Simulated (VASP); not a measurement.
Here is a VASP 6.6.1 calculation.

INCAR

```
SYSTEM = AlNi3
PREC = Accurate
ENCUT = 520
EDIFF = 1E-6
ISMEAR = 0
SIGMA = 0.15
LREAL = .False.
LASPH = .True.
NELM = 150
ALGO = Normal
ISIF = 2
LWAVE = .False.
LCHARG = .False.
ISPIN = 2
MAGMOM = 0 0.125 0.125 0.125
LORBIT = 11
NUPDOWN = 0.375
LMAXMIX = 4
GGA = PE
NBANDS = 28
```

Contents of KPOINTS:

```
Automatic mesh
0
Gamma
  14 14 14
  0 0 0
```

The input POSCAR:

```
AlNi3
1.0
    0.0000000000      2.8358889503      2.8358889503
    2.8358889503      0.0000000000      2.8358889503
    2.8358889503      2.8358889503      0.0000000000
Al Ni
1 3
Direct
    0.5000000000      0.5000000000      0.5000000000
    0.2500000000      0.2500000000      0.2500000000
    0.0000000000      0.0000000000      0.0000000000
    0.7500000000      0.7500000000      0.7500000000
```

Potentials or basis: VASP PAW PBE potentials, release 64 (Al, Ni).

The run is started by

```bash
$ cat potpaw_PBE.64/Al/POTCAR potpaw_PBE.64/Ni/POTCAR > POTCAR
$ mpirun -np 1 vasp_std > vasp.out
```

(1) Predict the pressure.

Results:

(1) 0.2 GPa.

Caveat: the total moment is fixed, so each spin has its own Fermi level and the state may be an excited one.
